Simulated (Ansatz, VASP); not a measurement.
Two plane-wave programs on SnO2

File INCAR:

```
PREC     = Accurate       # precision mode
ENCUT    = 520            # plane-wave cutoff, eV
EDIFF    = 1E-7           # SCF threshold, eV
ISMEAR   = 0              # smearing method
SIGMA    = 0.05           # smearing width, eV
LREAL    = False          # projectors in reciprocal space
LASPH    = True           # aspherical terms in the spheres
NELM     = 60             # most SCF steps
ALGO     = Normal         # electronic algorithm
ISIF     = 2              # what is computed and relaxed
LWAVE    = False          # write WAVECAR
LCHARG   = False          # write CHGCAR
GGA      = PS             # functional
NBANDS   = 20             # bands
```

Contents of KPOINTS:

```
regular mesh
0
Gamma
  12 12 12
```

File POSCAR:

```
SnO2
1.0
    1.6471025567      0.9509551045      4.5249357463
   -1.6471025567      0.9509551045      4.5249357463
    0.0000000000     -1.9019102089      4.5249357463
Sn O
1 2
Direct
    0.5000000000      0.5000000000      0.5000000000
    0.2223917300      0.2223917300      0.2223917300
    0.7776082700      0.7776082700      0.7776082700
```

Input for Ansatz:

```yaml
crystal:
  lattice:
    - [1.6471025567, 0.9509551045, 4.5249357463]
    - [-1.6471025567, 0.9509551045, 4.5249357463]
    - [0.0, -1.9019102089, 4.5249357463]
  atoms:
    - { symbol: Sn, position: [0.5, 0.5, 0.5] }
    - { symbol: O, position: [0.22239173, 0.22239173, 0.22239173] }
    - { symbol: O, position: [0.77760827, 0.77760827, 0.77760827] }
basis:
  ecutwfc: 520.0
kpoints:
  mp_grid: { grid: [12, 12, 12] }
hamiltonian:
  xc: pbesol
  pseudopotentials: { kind: paw, azcp: { folder: soft_1 } }
scf:
  occupations: { method: gaussian, width: 0.05 }
output:
  forces: true
  stress: true
  eigenvalues: true
  write_density: true
  write_potential: true
  elf: true
  volumetric_format: npy
```

Alike in both runs: task single point; functional PBEsol; k mesh 12 × 12 × 12; occupations gaussian, width 0.05 eV; no spin polarisation.

|  | VASP | Ansatz |
| --- | --- | --- |
| version | VASP 6.6.1 | Ansatz 0.2.0 |
| potentials or method | VASP PAW PBE potentials, release 64 (Sn_d, O), cutoff 520 eV | scalar-relativistic, plane waves, PAW |
| valence electrons in the cell | 26 | 26 |

|  | VASP | Ansatz | Ansatz less VASP |
| --- | --- | --- | --- |
| gap on the k mesh at the Fermi level (eV) | 1.70 | 1.71 | +0.007 |
| least direct gap on the mesh (eV) | 2.65 | 2.64 | -0.003 |
| pressure (GPa) | 12.0 | 11.2 | -0.83 |
| traceless stress, the component that is largest in VASP (GPa) | 1.69 | 2.39 | +0.700 |
| rms of the force components (eV/Å) | 1.307 | 1.278 | -0.0290 |

VASP's potentials were made for PBE, not for PBEsol, and Ansatz warns of the same on its side. Atom by atom the forces differ by 0.029 eV/Å (rms over components). The functional is the same, so the differences come from potentials, cutoffs and numerics.
